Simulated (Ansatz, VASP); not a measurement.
# Two plane-wave programs on NaH

```
Na H
1.0
     0.00000    2.49123    2.59692
     2.49123    0.00000    2.59692
     2.49123    2.49123    0.00000
Na H
1 1
Cartesian
  0.0000 0.0000 0.0000
  1.2456 1.2456 1.2985
```

Change from the starting cell: biaxial_xy strain -4.1%.

Alike in both runs: task single point; functional r2SCAN; k mesh 8 × 8 × 8; no spin polarisation.

|  | VASP | Ansatz |
| --- | --- | --- |
| version | VASP 6.6.1 | Ansatz 0.2.0 |
| potentials or method | VASP PAW PBE potentials, release 64 (Na_pv, H) | plane waves, PAW |
| plane-wave cutoff (eV) | 520 | 500 |
| occupations | gaussian, width 0.01 eV | fixed |
| valence electrons in the cell | 8 | 10 |

```csv
,VASP,Ansatz,Ansatz less VASP
gap on the k mesh at the Fermi level (eV),4.08,4.08,-0.003
pressure (GPa),1.6,1.7,+0.07
"traceless stress, the component that is largest in VASP (GPa)",-0.15,-0.12,+0.031
```

VASP's potentials were made for PBE, not for r2SCAN. VASP's potentials hold 8 valence electrons a cell and Ansatz's 10, so a difference there can come from the potentials and not from the codes.
